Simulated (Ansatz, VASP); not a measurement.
One calculation of WC, two programs

```
CELL_PARAMETERS angstrom
0.00049 2.17262 2.17271
2.17300 0.00006 2.17321
2.17297 2.17305 0.00012
ATOMIC_POSITIONS crystal
W 0.00000 0.99999 0.00000
C 0.50000 0.50001 0.50000
```

Change from the starting cell: cell sheared at random, sigma 0.06, atoms nudged by 0.01 Å; relaxed back.

Alike in both runs: functional PBEsol; k mesh 14 × 14 × 14; occupations gaussian, width 0.15 eV; no spin polarisation.

Ansatz relaxed the structure, and its values are those at the end. VASP's run is a single point on that final structure, the one shown.

|  | VASP | Ansatz |
| --- | --- | --- |
| version | VASP 6.6.1 | Ansatz 0.2.0 |
| potentials or method | VASP PAW PBE potentials, release 64 (W_sv, C), cutoff 520 eV | scalar-relativistic, plane waves, PAW |
| valence electrons in the cell | 18 | 18 |

|  | VASP | Ansatz | Ansatz less VASP |
| --- | --- | --- | --- |
| gap on the k mesh at the Fermi level (eV) | none | none | - |
| pressure (GPa) | 1.1 | 0.0 | -1.12 |

VASP's potentials were made for PBE, not for PBEsol. A gap of «none» marks a metal or a gap that the smearing closes. With one functional, cell and mesh, what is left measures potentials, basis and numerics.

Spin-orbit coupling is off throughout.
